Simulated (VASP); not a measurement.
# Hf8CN6 (a cell with a defect) in VASP: single point with PBE

Aim: the single point of Hf8CN6 (a cell with a defect) with PBE.

Everything below comes from runs of VASP 6.6.1. Logs are shortened: lines on timing, memory, paths and dates and some standing lists are left out, and cuts for length are marked.

### Step 1. The cell of the first run

The cell holds a defect, 15 atoms: a = 6.268 Å, b = 5.428 Å, c = 5.417 Å, α = 90.00°, β = 90.00°, γ = 90.00°.

### Step 2. Single point, PBE

INCAR

```
PREC     = Accurate       # precision mode
ENCUT    = 520            # plane-wave cutoff, eV
EDIFF    = 1E-6           # SCF threshold, eV
ISMEAR   = 0              # smearing method
SIGMA    = 0.02           # smearing width, eV
LREAL    = Auto         
LASPH    = True           # aspherical terms in the spheres
NELM     = 100            # most SCF steps
ALGO     = Normal         # electronic algorithm
ISIF     = 2              # what is computed and relaxed
LWAVE    = False          # write WAVECAR
LCHARG   = True           # write CHGCAR
GGA      = PE             # functional
LELF     = True           # ELF
LVHAR    = True         
NBANDS   = 70             # bands
```

KPOINTS

```
regular mesh
0
Gamma
  2 2 2
```

POSCAR

```
Hf8CN6
1.0
   -3.1339080000     -5.4280880000      0.0000000000
    4.7008620000     -2.7140440000      0.0000000000
    0.0000000000      0.0000000000      5.4167680000
Hf N C
8 6 1
Direct
    0.4998422468      0.6292087741      0.7489807575
    0.4996085601      0.3471689370      0.2489925727
    0.2221987205      0.1837891322      0.7489918342
    0.2463515178      0.8296520920      0.2490173107
   -0.0004914462      0.6731750161      0.7490006956
   -0.0001804854      0.3274470460      0.2489744807
    0.7758552359      0.1827507233      0.7489885112
    0.7536835352      0.8286035328      0.2490150953
    0.7537506814      0.5026410668     -0.0022871572
    0.7537646557      0.5026197503      0.5002556875
    0.2457400481      0.5039204943     -0.0023696787
    0.2457253524      0.5038979336      0.5003367322
   -0.0004867725     -0.0066678197     -0.0010663185
   -0.0004849027     -0.0066446623      0.4990594022
    0.4987249568      0.0000810770     -0.2511514246
```

Potentials or basis: VASP PAW PBE potentials, release 64 (Hf_pv, N, C).

The run is started by

```bash
> cat potpaw_PBE.64/Hf_pv/POTCAR potpaw_PBE.64/N/POTCAR potpaw_PBE.64/C/POTCAR > POTCAR
> mpirun -np 1 vasp_std > vasp.out
```

OUTCAR:

```text
PREC = Accurate
   ENCUT = 520
   EDIFF = 1E-6
   ISMEAR = 0
   LREAL = Auto
   LASPH = True
   NELM = 100
   ISIF = 2
   GGA = PE

 ion  position               nearest neighbor table
   1  0.500  0.629  0.749-  15 2.01  11 2.19  12 2.19   9 2.20  10 2.20   7 2.98   3 2.98   2 3.11
                             2 3.11   5 3.14   5 3.15   8 3.32   8 3.32   4 3.32   4 3.32   7 3.47
   2  0.500  0.347  0.249-  10 2.26   9 2.26  12 2.26  11 2.26   8 3.06   4 3.06   1 3.11   1 3.11
                             6 3.13   6 3.14   4 3.23   8 3.23   7 3.34   7 3.34   3 3.34   3 3.34
   3  0.222  0.184  0.749-  15 2.00  14 2.20  13 2.20  12 2.20  11 2.20   7 2.80   1 2.98   5 3.00
                             5 3.10   6 3.14   6 3.14   4 3.32   4 3.32   2 3.34   2 3.34   7 3.47
   4  0.246  0.830  0.249-  12 2.23  11 2.23  14 2.24  13 2.24   2 3.06   8 3.09   6 3.11   6 3.13
                             8 3.18   2 3.23   5 3.23   5 3.23   1 3.32   1 3.32   3 3.32   3 3.32
   5  1.000  0.673  0.749-  13 2.20  14 2.20  11 2.24  12 2.25   9 2.25  10 2.25   3 3.00   7 3.01
                             7 3.10   3 3.10   1 3.14   1 3.15   8 3.23   8 3.23   4 3.23   4 3.23
   6  1.000  0.327  0.249-  13 2.26  14 2.26  10 2.27   9 2.27  12 2.27  11 2.27   4 3.11   8 3.12
                             8 3.13   4 3.13   2 3.13   2 3.14   3 3.14   3 3.14   7 3.15   7 3.15
   7  0.776  0.183  0.749-  15 2.00  10 2.20   9 2.20  14 2.20  13 2.20   3 2.80   1 2.98   5 3.01
                             5 3.10   6 3.15   6 3.15   8 3.32   8 3.32   2 3.34   2 3.34   1 3.47
   8  0.754  0.829  0.249-  10 2.23   9 2.23  14 2.24  13 2.24   2 3.06   4 3.09   6 3.12   6 3.13
                             4 3.18   5 3.23   5 3.23   2 3.23   1 3.32   1 3.32   7 3.32   7 3.32
   9  0.754  0.503  0.998-   1 2.20   7 2.20   8 2.23   5 2.25   2 2.26   6 2.27
  10  0.754  0.503  0.500-   1 2.20   7 2.20   8 2.23   5 2.25   2 2.26   6 2.27
  11  0.246  0.504  0.998-   1 2.19   3 2.20   4 2.23   5 2.24   2 2.26   6 2.27
  12  0.246  0.504  0.500-   1 2.19   3 2.20   4 2.23   5 2.25   2 2.26   6 2.27
  13  1.000  0.993  0.999-   3 2.20   5 2.20   7 2.20   8 2.24   4 2.24   6 2.26
  14  1.000  0.993  0.499-   3 2.20   5 2.20   7 2.20   8 2.24   4 2.24   6 2.26
  15  0.499  0.000  0.749-   3 2.00   7 2.00   1 2.01

  LATTYP: Found a simple orthorhombic cell.
 ALAT       =     5.4167680000
 B/A-ratio  =     1.0020897908
 C/A-ratio  =     1.1571136334

  Lattice vectors:

 A1 = (   0.0000000000,   0.0000000000,  -5.4167680000)
 A2 = (   4.7008620000,  -2.7140440000,   0.0000000000)
 A3 = (  -3.1339080000,  -5.4280880000,   0.0000000000)

Analysis of symmetry for initial positions (statically):
=====================================================================
 Subroutine PRICEL returns:
 Original cell was already a primitive cell.

 Routine SETGRP: Setting up the symmetry group for a
 simple orthorhombic supercell.

 Subroutine GETGRP returns: Found  1 space group operations
 (whereof  1 operations were pure point group operations)
 out of a pool of  8 trial point group operations.

The static configuration has the point symmetry C_1 .

Analysis of symmetry for dynamics (positions and initial velocities):
=====================================================================
 Subroutine PRICEL returns:
 Original cell was already a primitive cell.

 Routine SETGRP: Setting up the symmetry group for a
 simple orthorhombic supercell.

 Subroutine GETGRP returns: Found  1 space group operations
 (whereof  1 operations were pure point group operations)
 out of a pool of  8 trial point group operations.

The dynamic configuration has the point symmetry C_1 .

 Subroutine INISYM returns: Found  1 space group operations
 (whereof  1 operations are pure point group operations),
 and found     1 'primitive' translations

----------------------------------------------------------------------------------------

                                     Primitive cell

  volume of cell :     184.2907

  direct lattice vectors                    reciprocal lattice vectors
    -3.133908000 -5.428088000  0.000000000    -0.079772603 -0.138170199  0.000000000
     4.700862000 -2.714044000  0.000000000     0.159545207 -0.092113466  0.000000000
     0.000000000  0.000000000  5.416768000     0.000000000  0.000000000  0.184611931

  length of vectors
     6.267816102  5.428087912  5.416768000     0.159545204  0.184226935  0.184611931

[... 54 lines left out ...]
     0.000000000  0.000000000  0.000000000

 Subroutine IBZKPT returns following result:
 ===========================================

 Found      8 irreducible k-points:

 Following reciprocal coordinates:
            Coordinates               Weight
  0.000000  0.000000  0.000000      1.000000
  0.500000 -0.000000  0.000000      1.000000
  0.000000  0.500000  0.000000      1.000000
  0.500000  0.500000  0.000000      1.000000
  0.000000  0.000000  0.500000      1.000000
  0.500000 -0.000000  0.500000      1.000000
  0.000000  0.500000  0.500000      1.000000
  0.500000  0.500000  0.500000      1.000000
   k-points           NKPTS =      8   k-points in BZ     NKDIM =      8   number of bands    NBANDS=     70
   number of dos      NEDOS =    301   number of ions     NIONS =     15
   total plane-waves  NPLWV =  76800
   dimension x,y,z NGX =    48 NGY =   40 NGZ =   40
   dimension x,y,z NGXF=    96 NGYF=   80 NGZF=   80
   ions per type =               8   6   1
   NGX,Y,Z   is equivalent  to a cutoff of  12.73, 12.25, 12.28 a.u.
   NGXF,Y,Z  is equivalent  to a cutoff of  25.46, 24.50, 24.55 a.u.
 SYSTEM =  unknown system
   PREC   = accura    normal or accurate (medium, high low for compatibility)
   ISTART =      0    job   : 0-new  1-cont  2-samecut
   ICHARG =      2    charge: 1-file 2-atom 10-const
   ISPIN  =      1    spin polarized calculation?
   LNONCOLLINEAR =      F non collinear calculations
   LSORBIT =      F    spin-orbit coupling
   LASPH  =      T    aspherical Exc in radial PAW
   ENCUT  =  520.0 eV  38.22 Ry    6.18 a.u.  11.65 10.09 10.07*2*pi/ulx,y,z
   NELM   =    100;   NELMIN=  2; NELMDL= -5     # of ELM steps
   EDIFF  = 0.1E-05   stopping-criterion for ELM
   LREAL  =      T    real-space projection
   EDIFFG = 0.1E-04   stopping-criterion for IOM
   NSW    =      0    number of steps for IOM
   IBRION =     -1    ionic relax: 0-MD 1-quasi-New 2-CG
   NFREE  =      0    steps in history (QN), initial steepest desc. (CG)
   ISIF   =      2    stress and relaxation
   ISYM   =      2    0-nonsym 1-usesym 2-fastsym
   POTIM  = 0.5000    time-step for ionic-motion
   TEBEG  =    0.0;   TEEND  =   0.0 temperature during run
   PSTRESS=    0.0 pullay stress
   NELECT =     114.0000    total number of electrons
   NUPDOWN=      -1.0000    fix difference up-down
   EMIN   =  10.00;   EMAX   =-10.00  energy-range for DOS
   EFERMI =   0.00;   METHOD = LEGACY
   ISMEAR =     0;   SIGMA  =   0.02  broadening in eV -4-tet -1-fermi 0-gaus
   EFERMI_NEDOS =   21; number of points for ismear=-14 and -15
   IALGO  =     38    algorithm
   IMIX   =      4    mixing-type and parameters
     AMIX     =   0.40;   BMIX     =  1.00
     AMIX_MAG =   1.60;   BMIX_MAG =  1.00
  volume/ion in A,a.u.               =      12.29        82.91
  Fermi-wavevector in a.u.,A,eV,Ry     =   1.394897  2.635972 26.473350  1.945736
  Thomas-Fermi vector in A             =   2.518401
   LORBIT       =      0    0 simple, 1 ext, 2 COOP (PROOUT), +10 PAW based schemes
   GGA     = PE    functional components
   LHFCALC =     F    Hartree Fock is set to
   AEXX    =    0.0000 exact exchange contribution
   IVDW    =     0    specifies the selected vdW correction
   LEPSILON=     F    determine dielectric tensor
   LRPA    =     F    only Hartree local field effects (RPA)
 non-spin polarized calculation
 Gauss-broadening in eV      SIGMA  =   0.02
  energy-cutoff  :      520.00
  volume of cell :      184.29
 maximum number of plane-waves:      5027
 NGX is ok and might be reduce to    48
   NGX = 23   NGY = 21   NGZ = 21

 number of electron     114.0000009 magnetization

 Free energy of the ion-electron system (eV)
  ---------------------------------------------------
  ext. energy  EPLUGINS =         0.00000000
  ---------------------------------------------------
  free energy    TOTEN  =      -157.49271412 eV

  energy without entropy =     -157.49271412  energy(sigma->0) =     -157.49271412

 E-fermi :   7.4028     XC(G=0): -12.4955

 val. band max:        7.3224626308   @ k =   0.5000   0.5000   0.5000
 cond. band min:       7.4827620890   @ k =   0.5000  -0.0000   0.5000
 fundamental gap:      0.1602994582
 Fermi energy:         7.4027796065

 k-point     1 :       0.0000    0.0000    0.0000
  band No.  band energies     occupation
      1     -24.1738      2.00000
      2     -24.1627      2.00000
      3     -24.0748      2.00000
      4     -23.8365      2.00000
      5     -23.7424      2.00000
      6     -23.7172      2.00000
[... 565 lines left out ...]
     68      10.8486      0.00000
     69      11.0728      0.00000
 [bands above 69 left out]

------------------------ aborting loop because EDIFF is reached ----------------------------------------

  FORCE on cell =-STRESS in cart. coord.  units (eV):
  Direction    XX          YY          ZZ          XY          YZ          ZX
  --------------------------------------------------------------------------------------
  -------------------------------------------------------------------------------------
  Total       19.9141043     21.3994322     13.4916328      1.5909848     -0.0016260      0.0005201
  in kB      173.1282765    186.0413486    117.2929050     13.8316266     -0.0141360      0.0045212
  external PRESSURE =     158.8208433 kB  Pullay stress =       0.0000000 kB

 VOLUME and BASIS-vectors are now :
 -----------------------------------------------------------------------------
  energy-cutoff  :      520.00
  volume of cell :      184.29
      direct lattice vectors                 reciprocal lattice vectors
    -3.133908000 -5.428088000  0.000000000    -0.079772603 -0.138170199  0.000000000
     4.700862000 -2.714044000  0.000000000     0.159545207 -0.092113466  0.000000000
     0.000000000  0.000000000  5.416768000     0.000000000  0.000000000  0.184611931

 POSITION                                       TOTAL-FORCE (eV/Angst)
 -----------------------------------------------------------------------------------
      1.39136     -4.42089      4.05705        -0.112584      0.068872      0.000071
      0.06627     -3.65415      1.34874         0.089440     -0.051046      0.001159
      0.16762     -1.70493      4.05711         0.114127      0.077731      0.001204
      3.12804     -3.58893      1.34887        -0.012137      0.143441      0.000635
      0.03213     -7.25245      4.05716         0.011244     -0.013389     -0.000840
     -1.59406     -6.31581      1.34864         0.029175     -0.001194      0.000818
     -1.57237     -4.70740      4.05710        -0.007387     -0.175594      0.000886
      1.53318     -6.33993      1.34886        -0.087443     -0.053271      0.000274
      0.00066     -5.45562      5.40438         0.018681     -0.007351      0.003699
      0.00052     -5.45563      2.70977         0.019096     -0.007691     -0.002409
      1.59873     -2.70156      5.40393        -0.014369      0.016898      0.007797
      1.59867     -2.70142      2.71021        -0.014320      0.016887     -0.006498
      1.53713     -8.12139      5.41099         0.007339     -0.012217     -0.002237
      1.53724     -8.12147      2.70329         0.006738     -0.011781      0.003099
     -1.56258     -2.70734      4.05634        -0.047599      0.009704     -0.007657
 -----------------------------------------------------------------------------------
    total drift:                                0.002476     -0.004539      0.001100

  FREE ENERGIE OF THE ION-ELECTRON SYSTEM (eV)
  ---------------------------------------------------
  free  energy   TOTEN  =      -157.4927141225 eV

  energy  without entropy=     -157.4927141222  energy(sigma->0) =     -157.49271412
```

It took 2.1 min on 1 thread of AMD EPYC 9R45 (Zen 5), shared host; peak memory 0.27 GiB.

Results:

- Free energy: -157.4927 eV
- Pressure: 15.9 GPa
- Largest force: 0.176 eV/Å
- Band gap on the k mesh: zero (bands 57 and 58 overlap by 0.16 eV)

Forces on the atoms (eV/Å):
```
Hf  -0.113  0.069  0.000
Hf   0.089 -0.051  0.001
Hf   0.114  0.078  0.001
Hf  -0.012  0.143  0.001
Hf   0.011 -0.013 -0.001
Hf   0.029 -0.001  0.001
Hf  -0.007 -0.176  0.001
Hf  -0.087 -0.053  0.000
N    0.019 -0.007  0.004
N    0.019 -0.008 -0.002
N   -0.014  0.017  0.008
N   -0.014  0.017 -0.006
N    0.007 -0.012 -0.002
N    0.007 -0.012  0.003
C   -0.048  0.010 -0.008
```

Caveat: the k points lie up to 0.58 Å⁻¹ apart; spin-orbit coupling is left out, which moves the levels of the heavy elements.

The gap in the log of VASP goes by the Fermi energy; the results here count the filled bands.